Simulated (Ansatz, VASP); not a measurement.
## Two plane-wave programs on KBr

```xyz
2
Lattice="0.0000 3.3158 3.3158 3.2749 0.0409 3.2749 3.2749 3.2749 0.0409" Properties=species:S:1:pos:R:3 pbc="T T T"
K     0.0000    0.0000    0.0000
Br    3.2749    3.3158    3.3158
```

Change from the starting cell: strain +0.0250 x Voigt [0, 0, 0, 1, 0, 0], atoms carried along.

Alike in both runs: task single point; functional PBEsol; k mesh 6 × 6 × 6; occupations gaussian, width 0.05 eV; no spin polarisation.

|  | VASP | Ansatz |
| --- | --- | --- |
| version | VASP 6.6.1 | Ansatz 0.2.0 |
| potentials or method | VASP PAW PBE potentials, release 64 (K_sv, Br), cutoff 520 eV | scalar-relativistic, plane waves, PAW |
| valence electrons in the cell | 16 | 16 |

Ansatz gave:

```
gap on the k mesh at the Fermi level (eV)                     : 4.31
least direct gap on the mesh (eV)                             : 4.31
pressure (GPa)                                                : 0.0
traceless stress, the component that is largest in VASP (GPa) : -0.13
```

Question: Estimate VASP's values.

Answer: gap on the k mesh at the Fermi level (eV): 4.30; least direct gap on the mesh (eV): 4.30; pressure (GPa): 0.1; traceless stress, the component that is largest in VASP (GPa): -0.12.

VASP's potentials were made for PBE, not for PBEsol.
